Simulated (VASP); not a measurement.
Runs of VASP 6.6.1 on Bi. The structure is that of space group Im-3m (No. 229), or close to it. The cells are those of the table. 

| task | cell | cutoff (eV) | gap on the mesh (eV) | pressure (GPa) |
| --- | --- | --- | --- | --- |
| relaxation of cell and atoms | relaxed to 184.47 GPa from a = 2.771 Å, angles 109.5°, 1 atom | 600 | none | 184.5 |
| single point | a = 2.914 Å, angles 109.5°, 1 atom | 520 | none | 79.1 |
| single point | a = 2.771 Å, angles 109.5°, 1 atom | 520 | none | 151.1 |
| single point | a = 3.252 Å, angles 109.5°, 1 atom | 520 | none | (a) |
| relaxation of cell and atoms | relaxed to 100.14 GPa from a = 2.914 Å, angles 109.5°, 1 atom | 600 | none | 100.1 |
| relaxation of cell and atoms | relaxed to 151 GPa from a = 2.863 Å, angles 109.5°, 1 atom | 600 | none | 151.0 |
| relaxation of cell and atoms | relaxed to 258.69 GPa from a = 2.724 Å, angles 109.5°, 1 atom | 600 | none | 258.7 |
| single point | a = 2.644 Å, angles 109.5°, 1 atom | 520 | none | 258.9 |

Alike in all rows: level PBEsol; potentials or basis VASP PAW PBE potentials, release 64 (Bi_d); no spin polarisation; k mesh 20 × 20 × 20; smearing gaussian 0.05 eV.

Fill in the values left out.

(a) 10.0.

Caveats: the PAW data sets were made with another functional, which shifts forces and pressure a little; spin-orbit coupling is left out, which moves the levels of the heavy elements; the cell is relaxed towards a set pressure, so the enthalpy falls and the energy may rise (some runs).

A k mesh can miss the band edges, and the runs leave out spin-orbit coupling on Bi.

A gap of «none» marks levels without a gap at the run's occupations.
